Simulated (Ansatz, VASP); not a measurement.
**Two plane-wave programs on GaSb**

Contents of INCAR:

```
SYSTEM = GaSb
PREC = Accurate
ENCUT = 520
EDIFF = 1E-6
ISMEAR = 0
SIGMA = 0.15
LREAL = .FALSE.
LASPH = .TRUE.
NELM = 100
ALGO = Normal
ISIF = 2
LWAVE = .FALSE.
LCHARG = .TRUE.
GGA = PE
LELF = .TRUE.
LVHAR = .TRUE.
NBANDS = 16
```

File KPOINTS:

```
regular mesh
0
G
  16 16 16
  0 0 0
```

The input POSCAR:

```
GaSb
1.0
    0.0000000000      2.9515746001      3.1845936475
    2.9515746001      0.0000000000      3.1845936475
    2.9515746001      2.9515746001      0.0000000000
Ga Sb
1 1
Direct
    0.0000000000      0.0000000000      0.0000000000
    0.7500000000      0.7500000000      0.7500000000
```

Input for Ansatz:

```yaml
crystal:
  lattice:
    - [0.0, 2.9515746001, 3.1845936475]
    - [2.9515746001, 0.0, 3.1845936475]
    - [2.9515746001, 2.9515746001, 0.0]
  atoms:
    - { symbol: Ga, position: [0.0, 0.0, 0.0] }
    - { symbol: Sb, position: [0.75, 0.75, 0.75] }
basis:
  ecutwfc: 420
kpoints:
  mp_grid: { grid: [16, 16, 16] }
hamiltonian:
  xc: pbe
scf:
  occupations: { method: gaussian, width: 0.15 }
output:
  forces: true
  stress: true
  eigenvalues: true
```

Change from the starting cell: strain -0.050 along x and y, +0.025 along z, atoms carried along.

Alike in both runs: task single point; functional PBE; k mesh 16 × 16 × 16; occupations gaussian, width 0.15 eV; no spin polarisation.

```csv
,VASP,Ansatz
version,VASP 6.6.1,Ansatz 0.2.0
potentials or method,"VASP PAW PBE potentials, release 64 (Ga_d, Sb), cutoff 520 eV","scalar-relativistic, plane waves, PAW"
valence electrons in the cell,18,28
```

Ansatz gave:

```
gap on the k mesh at the Fermi level (eV)                     : none
pressure (GPa)                                                : 4.1
traceless stress, the component that is largest in VASP (GPa) : -2.51
```

Problem. What did VASP give for the same quantities?

Solution. gap on the k mesh at the Fermi level (eV): none; pressure (GPa): 4.2; traceless stress, the component that is largest in VASP (GPa): -2.51.

A gap of «none» marks a metal or a gap that the smearing closes. The functional is the same, so the differences come from potentials, cutoffs and numerics. VASP's potentials hold 18 valence electrons a cell and Ansatz's 28, so a difference there can come from the potentials and not from the codes.

Spin-orbit coupling is off throughout.
